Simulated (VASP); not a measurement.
A run of VASP 6.6.1 is set up as follows.

File INCAR:

```
ALGO = Normal
DIPOL = 0.5 0.5 0.500
EDIFF = 1E-6
ENCUT = 520
GGA = PE
IDIPOL = 3
ISIF = 2
ISMEAR = 1
LASPH = T
LCHARG = F
LDIPOL = T
LREAL = F
LWAVE = F
NBANDS = 21
NELM = 80
PREC = Accurate
SIGMA = 0.1
```

KPOINTS

```
k-points
0
Gamma
  7 7 1
```

Contents of POSCAR:

```
W
1.0
    2.8708535316      0.0000000000      0.0000000000
    1.4354267658      2.4862320889      0.0000000000
    0.0000000000      0.0000000000     14.3440420929
W
2
Direct
    0.0000000000      0.0000000000      0.4182921356
    0.3333333333      0.3333333333      0.5817078644
```

Potentials or basis: VASP PAW PBE potentials, release 64 (W_sv).

Command:

```console
$ cat potpaw_PBE.64/W_sv/POTCAR > POTCAR
$ mpirun -np 1 vasp_std > vasp.out
```

**Question.** What does it give for the largest force?

**Answer.** 0.103 eV/Å.

**Question.** Estimate the band gap on the k mesh.

**Answer.** Zero (bands 14 and 15 overlap by 0.94 eV).

Forces in eV/Å, atoms in the order of the input:
```
W    0.000  0.000  0.103
W    0.000  0.000 -0.103
```

Caveat: the k points lie up to 0.36 Å⁻¹ apart, too coarse for converged energies and pressures of a metal; spin-orbit coupling is left out, which moves the levels of the heavy elements.
